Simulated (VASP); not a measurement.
# Sc (P6_3/mmc) in VASP: further runs

Sc is run at these levels: PBE+D3(BJ); tasks: single point, relaxation of cell and atoms.

Program: VASP 6.6.1. These are calculated values, not measurements. Logs are shortened: lines on timing, memory, paths and dates and some standing lists are left out, and cuts for length are marked.

## Step 1: The cell of the first run

The structure is hexagonal, space group P6_3/mmc (No. 194). The conventional cell has a = 3.268 Å, b = 3.268 Å, c = 5.072 Å, α = 90.00°, β = 90.00°, γ = 120.00°. Within 4.2 Å of Sc (site symmetry -6m2) lie 12 Sc at 3.16 to 3.27 Å.

## Step 2: Single point, PBE+D3(BJ)

INCAR

```
PREC = Accurate
ENCUT = 520
EDIFF = 1E-7
ISMEAR = 0
SIGMA = 0.1
LREAL = F
LASPH = T
NELM = 100
ALGO = Normal
ISIF = 2
LWAVE = F
LCHARG = F
GGA = PE
IVDW = 12
NBANDS = 18
```

KPOINTS

```
Automatic mesh
0
Gamma
  15 15 8
```

POSCAR

```
Sc
1.0
    3.2681063297      0.0000000000      0.0000000000
   -1.6340531649      2.8302631038      0.0000000000
    0.0000000000      0.0000000000      5.0719561905
Sc
2
Direct
    0.3333333333      0.6666666667      0.2500000000
    0.6666666667      0.3333333333      0.7500000000
```

Potentials or basis: VASP PAW PBE potentials, release 64 (Sc_sv).

Started as:

```
cat potpaw_PBE.64/Sc_sv/POTCAR > POTCAR
mpirun -np 1 vasp_std > vasp.out
```

OUTCAR:

```text
PREC = Accurate
   ENCUT = 520
   EDIFF = 1E-7
   ISMEAR = 0
   LREAL = F
   LASPH = T
   NELM = 100
   ISIF = 2
   GGA = PE
   IVDW = 12
 IVDW          = 12

 ion  position               nearest neighbor table
   1  0.333  0.667  0.250-   2 3.16   2 3.16   2 3.16   2 3.16   2 3.16   2 3.16
   2  0.667  0.333  0.750-   1 3.16   1 3.16   1 3.16   1 3.16   1 3.16   1 3.16

  LATTYP: Found a hexagonal cell.
 ALAT       =     3.2681063297
 C/A-ratio  =     1.5519556828

  Lattice vectors:

 A1 = (   3.2681063297,   0.0000000000,   0.0000000000)
 A2 = (  -1.6340531649,   2.8302631038,   0.0000000000)
 A3 = (   0.0000000000,   0.0000000000,   5.0719561905)

Analysis of symmetry for initial positions (statically):
=====================================================================
 Subroutine PRICEL returns:
 Original cell was already a primitive cell.

 Routine SETGRP: Setting up the symmetry group for a
 hexagonal supercell.

 Subroutine GETGRP returns: Found 24 space group operations
 (whereof 12 operations were pure point group operations)
 out of a pool of 24 trial point group operations.

The static configuration has the point symmetry D_3d.
 The point group associated with its full space group is D_6h.

Analysis of symmetry for dynamics (positions and initial velocities):
=====================================================================
 Subroutine PRICEL returns:
 Original cell was already a primitive cell.

 Routine SETGRP: Setting up the symmetry group for a
 hexagonal supercell.

 Subroutine GETGRP returns: Found 24 space group operations
 (whereof 12 operations were pure point group operations)
 out of a pool of 24 trial point group operations.

The dynamic configuration has the point symmetry D_3d.
 The point group associated with its full space group is D_6h.

 Subroutine INISYM returns: Found 24 space group operations
 (whereof 12 operations are pure point group operations),
 and found     1 'primitive' translations

----------------------------------------------------------------------------------------

                                     Primitive cell

  volume of cell :      46.9136

  direct lattice vectors                    reciprocal lattice vectors
     3.268106330  0.000000000  0.000000000     0.305987596  0.176662021  0.000000000
    -1.634053165  2.830263104  0.000000000     0.000000000  0.353324042  0.000000000
     0.000000000  0.000000000  5.071956190     0.000000000  0.000000000  0.197162586

  length of vectors
     3.268106330  3.268106330  5.071956190     0.353324042  0.353324042  0.197162586

  position of ions in fractional coordinates (direct lattice)
     0.333333333  0.666666667  0.250000000
     0.666666667  0.333333333  0.750000000

  ion indices of the primitive-cell ions
   primitive index   ion index
                 1           1
                 2           2

----------------------------------------------------------------------------------------

 KPOINTS: Automatic mesh

Automatic generation of k-mesh.
 Grid dimensions read from file:
 generate k-points for:   15   15    8

 Generating k-lattice:

  Cartesian coordinates                     Fractional coordinates (reciprocal lattice)
     0.020399173  0.011777468  0.000000000     0.066666667  0.000000000  0.000000000
     0.000000000  0.023554936  0.000000000     0.000000000  0.066666667  0.000000000
     0.000000000  0.000000000  0.024645323     0.000000000  0.000000000  0.125000000

  Length of vectors
     0.023554936  0.023554936  0.024645323

  Shift w.r.t. Gamma in fractional coordinates (k-lattice)
     0.000000000  0.000000000  0.000000000

 Subroutine IBZKPT returns following result:
 ===========================================

 Found    135 irreducible k-points:

 Following reciprocal coordinates:
            Coordinates               Weight
  0.000000  0.000000  0.000000      1.000000
  0.066667  0.000000  0.000000      6.000000
  0.133333  0.000000  0.000000      6.000000
  0.200000  0.000000  0.000000      6.000000
  0.266667  0.000000  0.000000      6.000000
  0.333333  0.000000  0.000000      6.000000
[... 16 lines left out ...]
  0.333333  0.200000  0.000000     12.000000
  0.400000  0.200000  0.000000      6.000000
 [... further k-points ...]
   k-points           NKPTS =    135   k-points in BZ     NKDIM =    135   number of bands    NBANDS=     18
   number of dos      NEDOS =    301   number of ions     NIONS =      2
   total plane-waves  NPLWV =  23040
   dimension x,y,z NGX =    24 NGY =   24 NGZ =   40
   dimension x,y,z NGXF=    48 NGYF=   48 NGZF=   80
   ions per type =               2
   NGX,Y,Z   is equivalent  to a cutoff of  12.21, 12.21, 13.11 a.u.
   NGXF,Y,Z  is equivalent  to a cutoff of  24.42, 24.42, 26.22 a.u.
 SYSTEM =  unknown system
   PREC   = accura    normal or accurate (medium, high low for compatibility)
   ISTART =      0    job   : 0-new  1-cont  2-samecut
   ICHARG =      2    charge: 1-file 2-atom 10-const
   ISPIN  =      1    spin polarized calculation?
   LNONCOLLINEAR =      F non collinear calculations
   LSORBIT =      F    spin-orbit coupling
   LASPH  =      T    aspherical Exc in radial PAW
   ENCUT  =  520.0 eV  38.22 Ry    6.18 a.u.   6.08  6.08  9.43*2*pi/ulx,y,z
   NELM   =    100;   NELMIN=  2; NELMDL= -5     # of ELM steps
   EDIFF  = 0.1E-06   stopping-criterion for ELM
   LREAL  =      F    real-space projection
   EDIFFG = 0.1E-05   stopping-criterion for IOM
   NSW    =      0    number of steps for IOM
   IBRION =     -1    ionic relax: 0-MD 1-quasi-New 2-CG
   NFREE  =      0    steps in history (QN), initial steepest desc. (CG)
   ISIF   =      2    stress and relaxation
   ISYM   =      2    0-nonsym 1-usesym 2-fastsym
   POTIM  = 0.5000    time-step for ionic-motion
   TEBEG  =    0.0;   TEEND  =   0.0 temperature during run
   PSTRESS=    0.0 pullay stress
   NELECT =      22.0000    total number of electrons
   NUPDOWN=      -1.0000    fix difference up-down
   EMIN   =  10.00;   EMAX   =-10.00  energy-range for DOS
   EFERMI =   0.00;   METHOD = LEGACY
   ISMEAR =     0;   SIGMA  =   0.10  broadening in eV -4-tet -1-fermi 0-gaus
   EFERMI_NEDOS =   21; number of points for ismear=-14 and -15
   IALGO  =     38    algorithm
   IMIX   =      4    mixing-type and parameters
     AMIX     =   0.40;   BMIX     =  1.00
     AMIX_MAG =   1.60;   BMIX_MAG =  1.00
  volume/ion in A,a.u.               =      23.46       158.29
  Fermi-wavevector in a.u.,A,eV,Ry     =   1.271890  2.403524 22.010203  1.617704
  Thomas-Fermi vector in A             =   2.404798
   LORBIT       =      0    0 simple, 1 ext, 2 COOP (PROOUT), +10 PAW based schemes
   GGA     = PE    functional components
   LHFCALC =     F    Hartree Fock is set to
   AEXX    =    0.0000 exact exchange contribution
   IVDW    =    12    specifies the selected vdW correction
   LEPSILON=     F    determine dielectric tensor
   LRPA    =     F    only Hartree local field effects (RPA)
 non-spin polarized calculation
 Gauss-broadening in eV      SIGMA  =   0.10
  energy-cutoff  :      520.00
  volume of cell :       46.91
 maximum number of plane-waves:      1296
   NGX = 13   NGY = 13   NGZ = 19

 number of electron      22.0000008 magnetization

 Free energy of the ion-electron system (eV)
  ---------------------------------------------------
  ext. energy  EPLUGINS =         0.00000000
  ---------------------------------------------------
  free energy    TOTEN  =       -12.48633119 eV

  energy without entropy =      -12.46735865  energy(sigma->0) =      -12.47684492

 E-fermi :   3.9737     XC(G=0): -10.0772

 val. band max:        3.9690760030   @ k =   0.4000   0.2000   0.3750
 cond. band min:       3.9850058032   @ k =   0.4000   0.2000   0.3750
 fundamental gap:      0.0159298003
 Fermi energy:         3.9736772812

 k-point     1 :       0.0000    0.0000    0.0000
  band No.  band energies     occupation
      1     -45.3157      2.00000
      2     -45.2269      2.00000
      3     -24.1928      2.00000
      4     -23.7871      2.00000
      5     -23.7871      2.00000
      6     -23.7080      2.00000
[... 10 lines left out ...]
     17       6.3822      0.00000
     18       6.3822      0.00000

 k-point     2 :       0.0667    0.0000    0.0000
  band No.  band energies     occupation
      1     -45.3131      2.00000
      2     -45.2260      2.00000
      3     -24.1859      2.00000
      4     -23.8001      2.00000
      5     -23.7917      2.00000
      6     -23.7218      2.00000
[... 10 lines left out ...]
     17       6.2979      0.00000
     18       6.3173      0.00000

 k-point     3 :       0.1333    0.0000    0.0000
  band No.  band energies     occupation
      1     -45.3058      2.00000
      2     -45.2238      2.00000
      3     -24.1658      2.00000
      4     -23.8370      2.00000
      5     -23.8044      2.00000
      6     -23.7601      2.00000
[... 10 lines left out ...]
     17       6.3004      0.00000
     18       6.3702      0.00000

 k-point     4 :       0.2000    0.0000    0.0000
  band No.  band energies     occupation
      1     -45.2947      2.00000
      2     -45.2208      2.00000
      3     -24.1345      2.00000
      4     -23.8919      2.00000
      5     -23.8224      2.00000
      6     -23.8152      2.00000
[... 375 lines left out ...]
      4     -23.9973      2.00000
      5     -23.9834      2.00000
      6     -23.8862      2.00000
[... 10 lines left out ...]
     17       7.7969      0.00000
     18       8.1064      0.00000

 k-point    23 :       0.3333    0.2000    0.0000
  band No.  band energies     occupation
      1     -45.2422      2.00000
      2     -45.2184      2.00000
      3     -24.0542      2.00000
      4     -23.9813      2.00000
      5     -23.9592      2.00000
      6     -23.9182      2.00000
[... 10 lines left out ...]
     17       7.9767      0.00000
     18       8.1007      0.00000

 k-point    24 :       0.4000    0.2000    0.0000
  band No.  band energies     occupation
      1     -45.2379      2.00000
      2     -45.2199      2.00000
      3     -24.0644      2.00000
      4     -23.9753      2.00000
      5     -23.9407      2.00000
      6     -23.9351      2.00000
[... 10 lines left out ...]
     17       7.9642      0.00000
     18       8.1003      0.00000

 [... further k-points ...]

------------------------ aborting loop because EDIFF is reached ----------------------------------------

 Edisp (eV)   -0.81661

 E8    (eV) :    -0.3961

  FORCE on cell =-STRESS in cart. coord.  units (eV):
  Direction    XX          YY          ZZ          XY          YZ          ZX
  --------------------------------------------------------------------------------------
  -------------------------------------------------------------------------------------
  Total       0.01190     0.01190     0.01069    -0.00000     0.00000    -0.00000
  in kB       0.40633     0.40633     0.36511    -0.00000     0.00000    -0.00000
  external pressure =        0.39 kB  Pullay stress =        0.00 kB

 VOLUME and BASIS-vectors are now :
 -----------------------------------------------------------------------------
  energy-cutoff  :      520.00
  volume of cell :       46.91
      direct lattice vectors                 reciprocal lattice vectors
     3.268106330  0.000000000  0.000000000     0.305987596  0.176662021  0.000000000
    -1.634053165  2.830263104  0.000000000     0.000000000  0.353324042  0.000000000
     0.000000000  0.000000000  5.071956190     0.000000000  0.000000000  0.197162586

 POSITION                                       TOTAL-FORCE (eV/Angst)
 -----------------------------------------------------------------------------------
     -0.00000      1.88684      1.26799         0.000000     -0.000000      0.000000
      1.63405      0.94342      3.80397        -0.000000      0.000000      0.000000
 -----------------------------------------------------------------------------------
    total drift:                               -0.000000      0.000000     -0.000000

  FREE ENERGIE OF THE ION-ELECTRON SYSTEM (eV)
  ---------------------------------------------------
  free  energy   TOTEN  =       -13.3029400176 eV

  energy  without entropy=      -13.2839674706  energy(sigma->0) =      -13.29345374
```

It took 1.9 min on 1 thread of AMD EPYC 9R45 (Zen 5), shared host; peak memory 0.2 GiB.

Results:

```
Free energy                : -13.3029 eV
Pressure                   : 0.0 GPa
Band gap on the k mesh     : zero (band 11 reaches 5.00 eV, above the bottom of band 12 at 3.41 eV)
Dispersion energy per atom : -0.408 eV
```

Levels at points of the mesh, in eV from the Fermi level:
```tsv
k point	band 9	band 10	band 11	band 12	band 13	band 14
(0.00, 0.00, 0.00)	-5.22	-1.70	0.76	1.65	1.65	1.95
(0.00, 0.00, 0.50)	-3.61	-3.61	1.02	1.02	1.55	1.55
```

Caveat: pairwise dispersion overbinds metals, which lowers pressure and volume.

[end of part 1 of 2]
